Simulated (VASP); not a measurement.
# MgO (zincblende type) (F-43m) in VASP: relaxation of cell and atoms with PBE

Aim: the relaxation of cell and atoms of MgO (zincblende type) with PBE.

Program: VASP 6.6.1. These are calculated values, not measurements. Logs are shortened: lines on timing, memory, paths and dates and some standing lists are left out, and cuts for length are marked.

## 1. The cell of the first run

The structure is cubic, space group F-43m (No. 216). Conventional cell: a = 4.494 Å, b = 4.494 Å, c = 4.494 Å, α = 90.00°, β = 90.00°, γ = 90.00°. Within 2.6 Å of Mg (site symmetry -43m) lie 4 O at 1.95 Å. O (site symmetry -43m) has 4 Mg at 1.95 Å within 2.6 Å.

## 2. Relaxation of cell and atoms, PBE

The input, INCAR:

```
PREC = Accurate
ENCUT = 600
EDIFF = 1E-7
ISMEAR = -1
SIGMA = 0.08
LREAL = F
LASPH = T
NELM = 60
ALGO = Normal
ISIF = 3
LWAVE = F
LCHARG = F
GGA = PE
IBRION = 2
NSW = 100
EDIFFG = -0.005
```

The input, KPOINTS:

```
regular mesh
0
Gamma
  13 13 13
```

The input, POSCAR:

```
MgO
1.0
    0.0000000000      2.2468001554      2.2468001554
    2.2468001554      0.0000000000      2.2468001554
    2.2468001554      2.2468001554      0.0000000000
Mg O
1 1
Direct
    0.0000000000      0.0000000000      0.0000000000
    0.2500000000      0.2500000000      0.2500000000
```

Potentials or basis: VASP PAW PBE potentials, release 64 (Mg, O).

Started as:

```sh
$ cat potpaw_PBE.64/Mg/POTCAR potpaw_PBE.64/O/POTCAR > POTCAR
$ mpirun -np 1 vasp_std > vasp.out
```

OUTCAR:

```text
PREC = Accurate
   ENCUT = 600
   EDIFF = 1E-7
   ISMEAR = -1
   LREAL = F
   LASPH = T
   NELM = 60
   ISIF = 3
   GGA = PE
   IBRION = 2
   NSW = 100
   EDIFFG = -0.005

 ion  position               nearest neighbor table
   1  0.000  0.000  0.000-   2 1.95   2 1.95   2 1.95   2 1.95
   2  0.250  0.250  0.250-   1 1.95   1 1.95   1 1.95   1 1.95

  LATTYP: Found a face centered cubic cell.
 ALAT       =     4.4936003108

  Lattice vectors:

 A1 = (   0.0000000000,   2.2468001554,   2.2468001554)
 A2 = (   2.2468001554,   0.0000000000,   2.2468001554)
 A3 = (   2.2468001554,   2.2468001554,   0.0000000000)

Analysis of symmetry for initial positions (statically):
=====================================================================
 Subroutine PRICEL returns:
 Original cell was already a primitive cell.

 Routine SETGRP: Setting up the symmetry group for a
 face centered cubic supercell.

 Subroutine GETGRP returns: Found 24 space group operations
 (whereof 24 operations were pure point group operations)
 out of a pool of 48 trial point group operations.

The static configuration has the point symmetry T_d .

Analysis of symmetry for dynamics (positions and initial velocities):
=====================================================================
 Subroutine PRICEL returns:
 Original cell was already a primitive cell.

 Routine SETGRP: Setting up the symmetry group for a
 face centered cubic supercell.

 Subroutine GETGRP returns: Found 24 space group operations
 (whereof 24 operations were pure point group operations)
 out of a pool of 48 trial point group operations.

The dynamic configuration has the point symmetry T_d .

 Subroutine INISYM returns: Found 24 space group operations
 (whereof 24 operations are pure point group operations),
 and found     1 'primitive' translations

----------------------------------------------------------------------------------------

                                     Primitive cell

  volume of cell :      22.6842

  direct lattice vectors                    reciprocal lattice vectors
     0.000000000  2.246800155  2.246800155    -0.222538706  0.222538706  0.222538706
     2.246800155  0.000000000  2.246800155     0.222538706 -0.222538706  0.222538706
     2.246800155  2.246800155  0.000000000     0.222538706  0.222538706 -0.222538706

  length of vectors
     3.177455252  3.177455252  3.177455252     0.385448346  0.385448346  0.385448346

  position of ions in fractional coordinates (direct lattice)
     0.000000000  0.000000000  0.000000000
     0.250000000  0.250000000  0.250000000

  ion indices of the primitive-cell ions
   primitive index   ion index
                 1           1
                 2           2

----------------------------------------------------------------------------------------

 KPOINTS: regular mesh

Automatic generation of k-mesh.
 Grid dimensions read from file:
 generate k-points for:   13   13   13

 Generating k-lattice:

  Cartesian coordinates                     Fractional coordinates (reciprocal lattice)
    -0.017118362  0.017118362  0.017118362     0.076923077  0.000000000  0.000000000
     0.017118362 -0.017118362  0.017118362     0.000000000  0.076923077  0.000000000
     0.017118362  0.017118362 -0.017118362     0.000000000  0.000000000  0.076923077

  Length of vectors
     0.029649873  0.029649873  0.029649873

  Shift w.r.t. Gamma in fractional coordinates (k-lattice)
     0.000000000  0.000000000  0.000000000

 Subroutine IBZKPT returns following result:
 ===========================================

 Found     84 irreducible k-points:

 Following reciprocal coordinates:
            Coordinates               Weight
  0.000000  0.000000  0.000000      1.000000
  0.076923  0.000000  0.000000      8.000000
  0.153846  0.000000  0.000000      8.000000
  0.230769  0.000000  0.000000      8.000000
  0.307692  0.000000  0.000000      8.000000
  0.384615  0.000000  0.000000      8.000000
[... 16 lines left out ...]
  0.384615  0.153846  0.000000     24.000000
  0.461538  0.153846  0.000000     24.000000
 [... further k-points ...]
   k-points           NKPTS =     84   k-points in BZ     NKDIM =     84   number of bands    NBANDS=      8
   number of dos      NEDOS =    301   number of ions     NIONS =      2
   total plane-waves  NPLWV =  21952
   dimension x,y,z NGX =    28 NGY =   28 NGZ =   28
   dimension x,y,z NGXF=    56 NGYF=   56 NGZF=   56
   ions per type =               1   1
   NGX,Y,Z   is equivalent  to a cutoff of  14.65, 14.65, 14.65 a.u.
   NGXF,Y,Z  is equivalent  to a cutoff of  29.30, 29.30, 29.30 a.u.
 SYSTEM =  unknown system
   PREC   = accura    normal or accurate (medium, high low for compatibility)
   ISTART =      0    job   : 0-new  1-cont  2-samecut
   ICHARG =      2    charge: 1-file 2-atom 10-const
   ISPIN  =      1    spin polarized calculation?
   LNONCOLLINEAR =      F non collinear calculations
   LSORBIT =      F    spin-orbit coupling
   LASPH  =      T    aspherical Exc in radial PAW
   ENCUT  =  600.0 eV  44.10 Ry    6.64 a.u.   6.35  6.35  6.35*2*pi/ulx,y,z
   NELM   =     60;   NELMIN=  2; NELMDL= -5     # of ELM steps
   EDIFF  = 0.1E-06   stopping-criterion for ELM
   LREAL  =      F    real-space projection
   EDIFFG = -.5E-02   stopping-criterion for IOM
   NSW    =    100    number of steps for IOM
   IBRION =      2    ionic relax: 0-MD 1-quasi-New 2-CG
   NFREE  =      1    steps in history (QN), initial steepest desc. (CG)
   ISIF   =      3    stress and relaxation
   ISYM   =      2    0-nonsym 1-usesym 2-fastsym
   POTIM  = 0.5000    time-step for ionic-motion
   TEBEG  =    0.0;   TEEND  =   0.0 temperature during run
   PSTRESS=    0.0 pullay stress
   NELECT =       8.0000    total number of electrons
   NUPDOWN=      -1.0000    fix difference up-down
   EMIN   =  10.00;   EMAX   =-10.00  energy-range for DOS
   EFERMI =   0.00;   METHOD = LEGACY
   ISMEAR =    -1;   SIGMA  =   0.08  broadening in eV -4-tet -1-fermi 0-gaus
   EFERMI_NEDOS =   21; number of points for ismear=-14 and -15
   IALGO  =     38    algorithm
   IMIX   =      4    mixing-type and parameters
     AMIX     =   0.40;   BMIX     =  1.00
     AMIX_MAG =   1.60;   BMIX_MAG =  1.00
  volume/ion in A,a.u.               =      11.34        76.54
  Fermi-wavevector in a.u.,A,eV,Ry     =   1.156637  2.185727 18.201996  1.337809
  Thomas-Fermi vector in A             =   2.293255
   LORBIT       =      0    0 simple, 1 ext, 2 COOP (PROOUT), +10 PAW based schemes
   GGA     = PE    functional components
   LHFCALC =     F    Hartree Fock is set to
   AEXX    =    0.0000 exact exchange contribution
   IVDW    =     0    specifies the selected vdW correction
   LEPSILON=     F    determine dielectric tensor
   LRPA    =     F    only Hartree local field effects (RPA)
 conjugate gradient relaxation of ions
 non-spin polarized calculation
  energy-cutoff  :      600.00
  volume of cell :       22.68
 maximum number of plane-waves:       770
 NGX is ok and might be reduce to    28
   NGX = 13   NGY = 13   NGZ = 13

--------------------------------------- Ionic step        1  -------------------------------------------

 number of electron       7.9999999 magnetization

 Free energy of the ion-electron system (eV)
  ---------------------------------------------------
  ext. energy  EPLUGINS =         0.00000000
  ---------------------------------------------------
  free energy    TOTEN  =       -11.65023621 eV

  energy without entropy =      -11.65023621  energy(sigma->0) =      -11.65023621

------------------------ aborting loop because EDIFF is reached ----------------------------------------

  FORCE on cell =-STRESS in cart. coord.  units (eV):
  Direction    XX          YY          ZZ          XY          YZ          ZX
  --------------------------------------------------------------------------------------
  -------------------------------------------------------------------------------------
  Total        1.4092437      1.4092437      1.4092437     -0.0000000      0.0000000     -0.0000000
  in kB       99.5344367     99.5344367     99.5344367     -0.0000000      0.0000000     -0.0000000
  external PRESSURE =      99.5344367 kB  Pullay stress =       0.0000000 kB

 VOLUME and BASIS-vectors are now :
 -----------------------------------------------------------------------------
  energy-cutoff  :      600.00
  volume of cell :       22.68
      direct lattice vectors                 reciprocal lattice vectors
     0.000000000  2.246800155  2.246800155    -0.222538706  0.222538706  0.222538706
     2.246800155  0.000000000  2.246800155     0.222538706 -0.222538706  0.222538706
     2.246800155  2.246800155  0.000000000     0.222538706  0.222538706 -0.222538706

 POSITION                                       TOTAL-FORCE (eV/Angst)
 -----------------------------------------------------------------------------------
      0.00000      0.00000      0.00000        -0.000000     -0.000000     -0.000000
      1.12340      1.12340      1.12340         0.000000      0.000000      0.000000
 -----------------------------------------------------------------------------------
    total drift:                               -0.000000     -0.000000     -0.000000

  FREE ENERGIE OF THE ION-ELECTRON SYSTEM (eV)
  ---------------------------------------------------
  free  energy   TOTEN  =       -11.6502362080 eV

  energy  without entropy=      -11.6502362079  energy(sigma->0) =      -11.65023621

--------------------------------------- Ionic step        2  -------------------------------------------

 number of electron       8.0000001 magnetization

 E-fermi :   2.3024     XC(G=0):  -9.4927

 val. band max:        0.5181594988   @ k =   0.0000   0.0000   0.0000
 cond. band min:       3.8633670153   @ k =   0.0000   0.0000   0.0000
 fundamental gap:      3.3452075165
 Fermi energy:         2.3024301058

 k-point     1 :       0.0000    0.0000    0.0000
  band No.  band energies     occupation
      1     -15.2331      2.00000
      2       0.5182      2.00000
      3       0.5182      2.00000
      4       0.5182      2.00000
      5       3.8634      0.00000
      6      16.7492      0.00000
      7      16.7492      0.00000
      8      16.7492      0.00000

 k-point     2 :       0.0769    0.0000    0.0000
  band No.  band energies     occupation
      1     -15.2012      2.00000
      2       0.2264      2.00000
      3       0.5074      2.00000
      4       0.5074      2.00000
      5       4.2070      0.00000
      6      16.2046      0.00000
      7      16.7588      0.00000
      8      16.7588      0.00000
[... 264 lines left out ...]
 POSITION                                       TOTAL-FORCE (eV/Angst)
 -----------------------------------------------------------------------------------
      4.64635      4.64635      4.64635        -0.000000     -0.000000     -0.000000
      1.16159      1.16159      1.16159         0.000000      0.000000      0.000000
 -----------------------------------------------------------------------------------
    total drift:                               -0.000000     -0.000000     -0.000000

  FREE ENERGIE OF THE ION-ELECTRON SYSTEM (eV)
  ---------------------------------------------------
  free  energy   TOTEN  =       -11.6950354498 eV

  energy  without entropy=      -11.6950354497  energy(sigma->0) =      -11.69503545

--------------------------------------- Ionic step        3  -------------------------------------------

 number of electron       8.0000002 magnetization

 Free energy of the ion-electron system (eV)
  ---------------------------------------------------
  ext. energy  EPLUGINS =         0.00000000
  ---------------------------------------------------
  free energy    TOTEN  =       -11.70100220 eV

  energy without entropy =      -11.70100220  energy(sigma->0) =      -11.70100220

 E-fermi :   2.4386     XC(G=0):  -9.6046

 val. band max:        0.6485267491   @ k =   0.0000   0.0000   0.0000
 cond. band min:       4.1384479013   @ k =   0.0000   0.0000   0.0000
 fundamental gap:      3.4899211522
 Fermi energy:         2.4385916343

 k-point     1 :       0.0000    0.0000    0.0000
  band No.  band energies     occupation
      1     -15.1752      2.00000
      2       0.6485      2.00000
      3       0.6485      2.00000
      4       0.6485      2.00000
      5       4.1384      0.00000
      6      17.1671      0.00000
      7      17.1671      0.00000
      8      17.1671      0.00000

 k-point     2 :       0.0769    0.0000    0.0000
  band No.  band energies     occupation
      1     -15.1415      2.00000
      2       0.3538      2.00000
      3       0.6377      2.00000
      4       0.6377      2.00000
      5       4.4839      0.00000
      6      16.6132      0.00000
      7      17.1757      0.00000
      8      17.1757      0.00000
[... 264 lines left out ...]
 POSITION                                       TOTAL-FORCE (eV/Angst)
 -----------------------------------------------------------------------------------
      0.00000      0.00000      0.00000        -0.000000     -0.000000     -0.000000
      1.15137      1.15137      1.15137         0.000000      0.000000      0.000000
 -----------------------------------------------------------------------------------
    total drift:                               -0.000000     -0.000000     -0.000000

  FREE ENERGIE OF THE ION-ELECTRON SYSTEM (eV)
  ---------------------------------------------------
  free  energy   TOTEN  =       -11.7010021991 eV

  energy  without entropy=      -11.7010021990  energy(sigma->0) =      -11.70100220

 reached required accuracy - stopping structural energy minimisation
```

Run time: 50 s. Hardware: 1 thread of Intel Xeon Platinum 8259CL at 2.50GHz (Skylake/Cascade Lake), shared host; peak memory 0.18 GiB.

Results:

| Item | Value |
| --- | --- |
| Free energy | -11.7010 eV |
| Relaxed volume | 12.21 Å³/atom |
| Relaxed cell | a = 3.257 Å, b = 3.257 Å, c = 3.257 Å, α = 60.00°, β = 60.00°, γ = 60.00° |
| Space group after relaxing (to 0.1 Å) | F-43m (No. 216) |
| Energy gained by relaxing | 25.4 meV/atom |
| Ionic steps | 3 |
| Pressure after relaxing | 0.0 GPa |
| Band gap on the k mesh | 3.49 eV |

The path:
| step | energy change (eV) | largest force (eV/Å) | pressure (GPa) | volume (Å³) |
| --- | --- | --- | --- | --- |
| 1 | 0.0000 | 0.0000 | 9.95 | 22.68 |
| 2 | -0.0448 | 0.0000 | -2.87 | 25.08 |
| 3 | -0.0508 | 0.0000 | 0.03 | 24.42 |

Final structure:
```
Mg O
1.0
     0.00000    2.30275    2.30275
     2.30275    0.00000    2.30275
     2.30275    2.30275    0.00000
Mg O
1 1
Direct
  0.00000 0.00000 0.00000
  0.25000 0.25000 0.25000
```

Caveat: an odd mesh through Γ misses points on the zone boundary, where band edges can lie.
